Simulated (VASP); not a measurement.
The system is Cu.

```xyz
1
Lattice="0.0000 1.9056 1.8602 1.9056 0.0000 1.8602 1.9056 1.9056 0.0000" Properties=species:S:1:pos:R:3 pbc="T T T"
Cu    0.0000    0.0000    0.0000
```

This cell differs from its parent crystal: strain +0.050 along x and y, +0.025 along z.

Base run:

- Program: VASP 6.6.1
- Functional: PBE
- Potentials or basis: VASP PAW PBE potentials, release 64 (Cu)
- Cutoff: 520 eV
- k mesh: 28 × 28 × 28
- Occupations: gaussian, width 0.15 eV
- Spin: no spin polarisation

Its results: pressure -11.4 GPa.

Q: The run is repeated on the same cell with these changes: potentials or basis from VASP PAW PBE potentials, release 64 (Cu) to VASP PAW PBE potentials, release 64 (Cu_sv_GW); cutoff from 520 eV to 700 eV; further incar settings from ALGO = Fast; EDIFF = 1e-06; NBANDS = 12 to ALGO = Normal; EDIFF = 1e-06; NBANDS = 16; valence electrons from 11 to 19. What comes out?

A: Pressure -16.0 GPa.
